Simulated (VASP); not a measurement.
# MoS2 (R3m) in VASP: a series of runs

MoS2 is run at these levels: PBE; tasks: single point.

All numbers are computed with VASP 6.6.1; they aren't measurements. Logs are shortened: lines on timing, memory, paths and dates and some standing lists are left out, and cuts for length are marked.

### Step 1. The cell of the first run

The structure is trigonal, space group R3m (No. 160). The conventional cell has a = 3.090 Å, b = 3.090 Å, c = 21.646 Å, α = 90.00°, β = 90.00°, γ = 120.00°. Mo (site symmetry 3m) has 6 S at 2.39 Å and 6 Mo at 3.09 Å within 3.2 Å. S (site symmetry 3m) has 3 Mo at 2.39 Å and 7 S at 3.09 to 3.19 Å within 3.2 Å. S (site symmetry 3m) has 3 Mo at 2.39 Å and 7 S at 3.09 to 3.19 Å within 3.2 Å.

### Step 2. Single point, PBE (equal strain along all axes, cell held: -3.0 %, then relaxed in part)

Contents of INCAR:

```
SYSTEM = MoS2
PREC     = Accurate       ! precision mode
ENCUT    = 520            ! plane-wave cutoff, eV
EDIFF    = 1E-7           ! SCF threshold, eV
ISMEAR   = 0              ! smearing method
SIGMA    = 0.02           ! smearing width, eV
LREAL    = .FALSE.        ! projectors in reciprocal space
LASPH    = .TRUE.         ! aspherical terms in the spheres
NELM     = 60             ! most SCF steps
ALGO     = Normal         ! electronic algorithm
ISIF     = 2              ! what is computed and relaxed
LWAVE    = .FALSE.        ! write WAVECAR
LCHARG   = .FALSE.        ! write CHGCAR
GGA      = PE             ! functional
NBANDS   = 49             ! bands
```

Contents of KPOINTS:

```
regular mesh
0
G
  12 12 2
  0 0 0
```

Contents of POSCAR:

```
MoS2
1.0
    3.0896213532      0.0000000000      0.0000000000
   -1.5448106766      2.6756905799      0.0000000000
    0.0000000000      0.0000000000     21.6455546867
Mo S
3 6
Direct
    0.0000000000      0.0000000000      0.0002226566
    0.6666666667      0.3333333333      0.3335559900
    0.3333333333      0.6666666667      0.6668893233
    0.3333333333      0.6666666667      0.2598483868
    0.6666666667      0.3333333333      0.0739279566
    0.0000000000      0.0000000000      0.5931817201
    0.3333333333      0.6666666667      0.4072612899
    0.6666666667      0.3333333333      0.9265150535
    0.0000000000      0.0000000000      0.7405946232
```

Potentials or basis: VASP PAW PBE potentials, release 64 (Mo_sv, S).

Command:

```sh
$ cat potpaw_PBE.64/Mo_sv/POTCAR potpaw_PBE.64/S/POTCAR > POTCAR
$ mpirun -np 1 vasp_std > vasp.out
```

OUTCAR:

```text
SYSTEM = MoS2
   PREC = Accurate
   ENCUT = 520
   EDIFF = 1E-7
   ISMEAR = 0
   LREAL = .FALSE.
   LASPH = .TRUE.
   NELM = 60
   ISIF = 2
   GGA = PE

 ion  position               nearest neighbor table
   1  0.000  0.000  0.000-   5 2.39   5 2.39   5 2.39   8 2.39   8 2.39   8 2.39
   2  0.667  0.333  0.334-   7 2.39   7 2.39   7 2.39   4 2.39   4 2.39   4 2.39
   3  0.333  0.667  0.667-   9 2.39   9 2.39   9 2.39   6 2.39   6 2.39   6 2.39
   4  0.333  0.667  0.260-   2 2.39   2 2.39   2 2.39
   5  0.667  0.333  0.074-   1 2.39   1 2.39   1 2.39
   6  0.000  0.000  0.593-   3 2.39   3 2.39   3 2.39
   7  0.333  0.667  0.407-   2 2.39   2 2.39   2 2.39
   8  0.667  0.333  0.927-   1 2.39   1 2.39   1 2.39
   9  0.000  0.000  0.741-   3 2.39   3 2.39   3 2.39

  LATTYP: Found a hexagonal cell.
 ALAT       =     3.0896213532
 C/A-ratio  =     7.0058923772

  Lattice vectors:

 A1 = (   3.0896213532,   0.0000000000,   0.0000000000)
 A2 = (  -1.5448106766,   2.6756905799,   0.0000000000)
 A3 = (   0.0000000000,   0.0000000000,  21.6455546867)

Analysis of symmetry for initial positions (statically):
=====================================================================
 Subroutine PRICEL returns following result:

  LATTYP: Found a trigonal (rhomboedric) cell.
 ALAT       =     7.4324163703
 COS(alpha) =     0.9135986641

  Lattice vectors:

 A1 = (   1.5448106764,  -0.8918968599,  -7.2151848948)
 A2 = (  -1.5448106763,  -0.8918968601,  -7.2151848970)
 A3 = (  -0.0000000002,   1.7837937200,  -7.2151848948)

   3 primitive cells build up your supercell.

 Routine SETGRP: Setting up the symmetry group for a
 hexagonal supercell.

 Subroutine GETGRP returns: Found  6 space group operations
 (whereof  6 operations were pure point group operations)
 out of a pool of 24 trial point group operations.

The static configuration has the point symmetry C_3v.

Analysis of symmetry for dynamics (positions and initial velocities):
=====================================================================
 Subroutine PRICEL returns following result:

  LATTYP: Found a trigonal (rhomboedric) cell.
 ALAT       =     7.4324163703
 COS(alpha) =     0.9135986641

  Lattice vectors:

 A1 = (   1.5448106764,  -0.8918968599,  -7.2151848948)
 A2 = (  -1.5448106763,  -0.8918968601,  -7.2151848970)
 A3 = (  -0.0000000002,   1.7837937200,  -7.2151848948)

   3 primitive cells build up your supercell.

 Routine SETGRP: Setting up the symmetry group for a
 hexagonal supercell.

 Subroutine GETGRP returns: Found  6 space group operations
 (whereof  6 operations were pure point group operations)
 out of a pool of 24 trial point group operations.

The dynamic configuration has the point symmetry C_3v.

 Subroutine INISYM returns: Found  6 space group operations
 (whereof  6 operations are pure point group operations),
 and found     3 'primitive' translations

----------------------------------------------------------------------------------------

                                     Primitive cell

  volume of cell :      59.6470

  direct lattice vectors                    reciprocal lattice vectors
     1.544810676 -0.891896860 -7.215184895     0.323664257 -0.186867646 -0.046198862
    -1.544810676 -0.891896860 -7.215184897    -0.323664257 -0.186867646 -0.046198862
    -0.000000000  1.783793720 -7.215184895    -0.000000000  0.373735292 -0.046198862

  length of vectors
     7.432416370  7.432416372  7.432416370     0.376579876  0.376579876  0.376579876

  position of ions in fractional coordinates (direct lattice)
     0.999777343  0.999777343  0.999777343
     0.406818280  0.406818280  0.406818280
     0.259405377  0.259405377  0.259405377

  ion indices of the primitive-cell ions
   primitive index   ion index
                 1           1
                 2           6
                 3           9

----------------------------------------------------------------------------------------

 KPOINTS: regular mesh

Automatic generation of k-mesh.
 Grid dimensions read from file:
 generate k-points for:   12   12    2

 Generating k-lattice:

  Cartesian coordinates                     Fractional coordinates (reciprocal lattice)
     0.026972021  0.015572304  0.000000000     0.083333333  0.000000000  0.000000000
     0.000000000  0.031144608  0.000000000     0.000000000  0.083333333  0.000000000
     0.000000000  0.000000000  0.023099431     0.000000000  0.000000000  0.500000000

  Length of vectors
     0.031144608  0.031144608  0.023099431

  Shift w.r.t. Gamma in fractional coordinates (k-lattice)
     0.000000000  0.000000000  0.000000000

 Subroutine IBZKPT returns following result:
 ===========================================

 Found     38 irreducible k-points:

 Following reciprocal coordinates:
            Coordinates               Weight
  0.000000  0.000000  0.000000      1.000000
  0.083333  0.000000  0.000000      6.000000
  0.166667 -0.000000  0.000000      6.000000
  0.250000 -0.000000  0.000000      6.000000
  0.333333  0.000000  0.000000      6.000000
  0.416667 -0.000000  0.000000      6.000000
[... 16 lines left out ...]
  0.250000 -0.000000  0.500000      6.000000
  0.333333  0.000000  0.500000      6.000000
 [... further k-points ...]
   k-points           NKPTS =     38   k-points in BZ     NKDIM =     38   number of bands    NBANDS=     49
   number of dos      NEDOS =    301   number of ions     NIONS =      9
   total plane-waves  NPLWV =  93312
   dimension x,y,z NGX =    24 NGY =   24 NGZ =  162
   dimension x,y,z NGXF=    48 NGYF=   48 NGZF=  324
   ions per type =               3   6
   NGX,Y,Z   is equivalent  to a cutoff of  12.91, 12.91, 12.44 a.u.
   NGXF,Y,Z  is equivalent  to a cutoff of  25.83, 25.83, 24.88 a.u.
 SYSTEM =  MoS2
   PREC   = accura    normal or accurate (medium, high low for compatibility)
   ISTART =      0    job   : 0-new  1-cont  2-samecut
   ICHARG =      2    charge: 1-file 2-atom 10-const
   ISPIN  =      1    spin polarized calculation?
   LNONCOLLINEAR =      F non collinear calculations
   LSORBIT =      F    spin-orbit coupling
   LASPH  =      T    aspherical Exc in radial PAW
   ENCUT  =  520.0 eV  38.22 Ry    6.18 a.u.   5.74  5.74 40.25*2*pi/ulx,y,z
   NELM   =     60;   NELMIN=  2; NELMDL= -5     # of ELM steps
   EDIFF  = 0.1E-06   stopping-criterion for ELM
   LREAL  =      F    real-space projection
   EDIFFG = 0.1E-05   stopping-criterion for IOM
   NSW    =      0    number of steps for IOM
   IBRION =     -1    ionic relax: 0-MD 1-quasi-New 2-CG
   NFREE  =      0    steps in history (QN), initial steepest desc. (CG)
   ISIF   =      2    stress and relaxation
   ISYM   =      2    0-nonsym 1-usesym 2-fastsym
   POTIM  = 0.5000    time-step for ionic-motion
   TEBEG  =    0.0;   TEEND  =   0.0 temperature during run
   PSTRESS=    0.0 pullay stress
   NELECT =      78.0000    total number of electrons
   NUPDOWN=      -1.0000    fix difference up-down
   EMIN   =  10.00;   EMAX   =-10.00  energy-range for DOS
   EFERMI =   0.00;   METHOD = LEGACY
   ISMEAR =     0;   SIGMA  =   0.02  broadening in eV -4-tet -1-fermi 0-gaus
   EFERMI_NEDOS =   21; number of points for ismear=-14 and -15
   IALGO  =     38    algorithm
   IMIX   =      4    mixing-type and parameters
     AMIX     =   0.40;   BMIX     =  1.00
     AMIX_MAG =   1.60;   BMIX_MAG =  1.00
  volume/ion in A,a.u.               =      19.88       134.17
  Fermi-wavevector in a.u.,A,eV,Ry     =   1.241280  2.345679 20.963529  1.540776
  Thomas-Fermi vector in A             =   2.375685
   LORBIT       =      0    0 simple, 1 ext, 2 COOP (PROOUT), +10 PAW based schemes
   GGA     = PE    functional components
   LHFCALC =     F    Hartree Fock is set to
   AEXX    =    0.0000 exact exchange contribution
   IVDW    =     0    specifies the selected vdW correction
   LEPSILON=     F    determine dielectric tensor
   LRPA    =     F    only Hartree local field effects (RPA)
 non-spin polarized calculation
 Gauss-broadening in eV      SIGMA  =   0.02
  energy-cutoff  :      520.00
  volume of cell :      178.94
 maximum number of plane-waves:      4844
 NGX is ok and might be reduce to    24
   NGX = 11   NGY = 11   NGZ = 81

 number of electron      78.0000009 magnetization

 Free energy of the ion-electron system (eV)
  ---------------------------------------------------
  ext. energy  EPLUGINS =         0.00000000
  ---------------------------------------------------
  free energy    TOTEN  =       -65.31242718 eV

  energy without entropy =      -65.31242718  energy(sigma->0) =      -65.31242718

 E-fermi :   5.6804     XC(G=0):  -9.9358

 val. band max:        5.5545968513   @ k =   0.3333   0.3333   0.5000
 cond. band min:       7.1557420191   @ k =   0.1667   0.1667   0.0000
 fundamental gap:      1.6011451678
 Fermi energy:         5.6804124800

 k-point     1 :       0.0000    0.0000    0.0000
  band No.  band energies     occupation
      1     -55.2530      2.00000
      2     -55.2530      2.00000
      3     -55.2530      2.00000
      4     -29.4552      2.00000
      5     -29.4552      2.00000
      6     -29.4552      2.00000
[... 41 lines left out ...]
     48       8.6943      0.00000
     49       8.6996      0.00000

 k-point     2 :       0.0833    0.0000    0.0000
  band No.  band energies     occupation
      1     -55.2493      2.00000
      2     -55.2493      2.00000
      3     -55.2493      2.00000
      4     -29.4485      2.00000
      5     -29.4485      2.00000
      6     -29.4485      2.00000
[... 41 lines left out ...]
     48       8.5741      0.00000
     49       8.7118      0.00000

 k-point     3 :       0.1667   -0.0000    0.0000
  band No.  band energies     occupation
      1     -55.2393      2.00000
      2     -55.2393      2.00000
      3     -55.2393      2.00000
      4     -29.4300      2.00000
      5     -29.4300      2.00000
      6     -29.4300      2.00000
[... 1081 lines left out ...]
     48       8.7230      0.00000
     49       9.5302      0.00000

 k-point    24 :       0.3333    0.0000    0.5000
  band No.  band energies     occupation
      1     -55.2118      2.00000
      2     -55.2118      2.00000
      3     -55.2118      2.00000
      4     -29.5028      2.00000
      5     -29.5028      2.00000
      6     -29.5028      2.00000
[... 41 lines left out ...]
     48       9.1898      0.00000
     49       9.7868      0.00000

 [... further k-points ...]

------------------------ aborting loop because EDIFF is reached ----------------------------------------

  FORCE on cell =-STRESS in cart. coord.  units (eV):
  Direction    XX          YY          ZZ          XY          YZ          ZX
  --------------------------------------------------------------------------------------
  -------------------------------------------------------------------------------------
  Total        8.5137011      8.5137011     -0.0287118      0.0000000      0.0000000      0.0000000
  in kB       76.2288053     76.2288053     -0.2570755      0.0000000      0.0000000      0.0000000
  external PRESSURE =      50.7335117 kB  Pullay stress =       0.0000000 kB

 VOLUME and BASIS-vectors are now :
 -----------------------------------------------------------------------------
  energy-cutoff  :      520.00
  volume of cell :      178.94
      direct lattice vectors                 reciprocal lattice vectors
     3.089621353  0.000000000  0.000000000     0.323664257  0.186867646  0.000000000
    -1.544810677  2.675690580  0.000000000     0.000000000  0.373735292  0.000000000
     0.000000000  0.000000000 21.645554687     0.000000000  0.000000000  0.046198862

 POSITION                                       TOTAL-FORCE (eV/Angst)
 -----------------------------------------------------------------------------------
      0.00000      0.00000      0.00482        -0.000000     -0.000000     -0.000061
      1.54481      0.89190      7.22000        -0.000000      0.000000     -0.000061
     -0.00000      1.78379     14.43519        -0.000000     -0.000000     -0.000061
     -0.00000      1.78379      5.62456         0.000000      0.000000      0.012720
      1.54481      0.89190      1.60021        -0.000000      0.000000     -0.012658
      0.00000      0.00000     12.83975         0.000000      0.000000      0.012720
     -0.00000      1.78379      8.81540         0.000000      0.000000     -0.012658
      1.54481      0.89190     20.05493         0.000000      0.000000      0.012720
      0.00000      0.00000     16.03058         0.000000      0.000000     -0.012658
 -----------------------------------------------------------------------------------
    total drift:                                0.000000     -0.000000     -0.000641

  FREE ENERGIE OF THE ION-ELECTRON SYSTEM (eV)
  ---------------------------------------------------
  free  energy   TOTEN  =       -65.3124271842 eV

  energy  without entropy=      -65.3124271842  energy(sigma->0) =      -65.31242718
```

It took 3.4 min on 1 thread of Intel Xeon 6975P-C (Granite Rapids), shared host; peak memory 0.43 GiB.

What came out:

| Property | Result |
| --- | --- |
| Free energy | -65.3124 eV |
| Pressure | 5.1 GPa |
| Largest force | 0.013 eV/Å |
| Band gap on the k mesh | 1.60 eV |

Forces on the atoms (eV/Å):
```
Mo   0.000  0.000  0.000
Mo   0.000  0.000  0.000
Mo   0.000  0.000  0.000
S    0.000  0.000  0.013
S    0.000  0.000 -0.013
S    0.000  0.000  0.013
S    0.000  0.000 -0.013
S    0.000  0.000  0.013
S    0.000  0.000 -0.013
```

Levels at points of the mesh, in eV from the valence-band top:
| k point | band 37 | band 38 | band 39 | band 40 | band 41 | band 42 |
| --- | --- | --- | --- | --- | --- | --- |
| (0.00, 0.00, 0.00) | -0.64 | -0.21 | -0.21 | 2.97 | 2.97 | 2.98 |
| (0.50, 0.00, 0.00) | -0.73 | -0.73 | -0.70 | 2.58 | 2.59 | 2.59 |
| (0.00, 0.00, 0.50) | -0.46 | -0.46 | -0.11 | 2.97 | 2.97 | 2.97 |
| (0.50, 0.00, 0.50) | -0.73 | -0.71 | -0.71 | 2.59 | 2.59 | 2.59 |

Caveat: the cell differs from its parent crystal (equal strain along all axes, cell held: -3.0 %, then relaxed in part); the stress differs along the axes, from -0 to 8 GPa; this functional lacks dispersion, which binds layers or chains, so the pressure and a relaxed spacing across them are unreliable. A k mesh can miss the band edges.

### Step 3. Single point, PBE (equal strain along all axes, cell held: -2.0 %, then relaxed in part)

Contents of INCAR:

```
ALGO = Normal ; EDIFF = 1E-6
ENCUT = 520 ; GGA = PE
ISIF = 2 ; ISMEAR = 0
LASPH = T ; LCHARG = T
LELF = T ; LREAL = F
LVHAR = T ; LWAVE = F
NBANDS = 49 ; NELM = 100
PREC = Accurate ; SIGMA = 0.02
```

Contents of KPOINTS:

```
k-points
0
Gamma
  12 12 2
```

Contents of POSCAR:

```
MoS2
1.0
    3.1214731197      0.0000000000      0.0000000000
   -1.5607365599      2.7032750189      0.0000000000
    0.0000000000      0.0000000000     21.8687047351
Mo S
3 6
Direct
    0.0000000000      0.0000000000      0.0002224326
    0.6666666667      0.3333333333      0.3335557659
    0.3333333333      0.6666666667      0.6668890992
    0.3333333333      0.6666666667      0.2611167073
    0.6666666667      0.3333333333      0.0726598601
    0.0000000000      0.0000000000      0.5944500406
    0.3333333333      0.6666666667      0.4059931935
    0.6666666667      0.3333333333      0.9277833740
    0.0000000000      0.0000000000      0.7393265268
```

Potentials or basis: VASP PAW PBE potentials, release 64 (Mo_sv, S).

Command:

```sh
$ cat potpaw_PBE.64/Mo_sv/POTCAR potpaw_PBE.64/S/POTCAR > POTCAR
$ mpirun -np 1 vasp_std > vasp.out
```

It took 3.9 min on 1 thread of Intel Xeon 6975P-C (Granite Rapids), shared host; peak memory 0.44 GiB.

It converged, with:

```
Free energy            : -65.4597 eV
Pressure               : 3.2 GPa
Largest force          : 0.012 eV/Å
Band gap on the k mesh : 1.68 eV
```

Forces on the atoms (eV/Å):
```
Mo   0.000  0.000  0.000
Mo   0.000  0.000  0.000
Mo   0.000  0.000  0.000
S    0.000  0.000  0.012
S    0.000  0.000 -0.012
S    0.000  0.000  0.012
S    0.000  0.000 -0.012
S    0.000  0.000  0.012
S    0.000  0.000 -0.012
```

Stress tensor (GPa, compression positive):
```
 4.79  0.00  0.00
 0.00  4.79  0.00
 0.00  0.00 -0.07
```

Levels at points of the mesh, in eV from the valence-band top:
```csv
k point,band 37,band 38,band 39,band 40,band 41,band 42
"(0.00, 0.00, 0.00)",-0.48,-0.09,-0.09,2.89,2.89,2.90
"(0.50, 0.00, 0.00)",-0.71,-0.71,-0.67,2.46,2.46,2.46
"(0.00, 0.00, 0.50)",-0.32,-0.32,0.00,2.89,2.89,2.90
"(0.50, 0.00, 0.50)",-0.73,-0.68,-0.68,2.46,2.46,2.47
```

Caveat: the cell differs from its parent crystal (equal strain along all axes, cell held: -2.0 %, then relaxed in part); the cell stands under pressure; this functional lacks dispersion, which binds layers or chains, so the pressure and a relaxed spacing across them are unreliable.
